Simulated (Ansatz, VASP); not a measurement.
**Two plane-wave programs on HPb4**

```
CELL_PARAMETERS angstrom
-3.26374 3.26374 3.26374
3.26374 -3.26374 3.26374
3.26374 3.26374 -3.26374
ATOMIC_POSITIONS crystal
H 0.00000 0.00000 0.00000
Pb 0.50000 0.50000 0.50000
Pb 0.50000 0.00000 0.00000
Pb 0.00000 0.00000 0.50000
Pb 0.00000 0.50000 0.00000
```

Change from the starting cell: species swapped into the Hg4Pt type (Im-3m, No. 229).

Alike in both runs: functional PBE; k mesh 8 × 8 × 8; occupations gaussian, width 0.1 eV; no spin polarisation.

Ansatz relaxed the structure, and its values are those at the end. VASP's run is a single point on that final structure, the one shown.

|  | VASP | Ansatz |
| --- | --- | --- |
| version | VASP 6.6.1 | Ansatz 0.2.0 |
| potentials or method | VASP PAW PBE potentials, release 64 (H, Pb_d), cutoff 520 eV | scalar-relativistic, plane waves, PAW |
| valence electrons in the cell | 57 | 57 |

VASP gave:

| Quantity | Value |
| --- | --- |
| gap on the k mesh at the Fermi level (eV) | none |
| pressure (GPa) | -0.1 |

Question: What did Ansatz give for the same quantities?

Answer: gap on the k mesh at the Fermi level (eV): none; pressure (GPa): 0.0.

A gap of «none» marks a metal or a gap that the smearing closes.

Spin-orbit coupling is off throughout.
